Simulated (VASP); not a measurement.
Crystal: Ti.

```
CELL_PARAMETERS angstrom
-1.64100 1.64100 1.64100
1.64100 -1.64100 1.64100
1.64100 1.64100 -1.64100
ATOMIC_POSITIONS crystal
Ti 0.00000 0.00000 0.00000
```

Base run:

- Program: VASP 6.6.1
- Functional: LDA
- Potentials or basis: VASP PAW LDA potentials, release 64 (Ti_sv)
- Cutoff: 520 eV
- k mesh: 17 × 17 × 17
- Occupations: fermi-dirac, width 0.08 eV
- Spin: no spin polarisation

Its results: band gap on the k mesh zero (band 6 reaches 8.61 eV, above the bottom of band 7 at 7.05 eV); pressure -10.7 GPa.

Question: The run is repeated on the same cell with these changes: functional from LDA to r2SCAN; potentials or basis from VASP PAW LDA potentials, release 64 (Ti_sv) to VASP PAW PBE potentials, release 64 (Ti_sv). What comes out?

Answer: Band gap on the k mesh zero (band 6 reaches 9.06 eV, above the bottom of band 7 at 7.27 eV); pressure -2.3 GPa.

Caveats: the PAW data sets were made with another functional, which shifts forces and pressure a little (some runs).
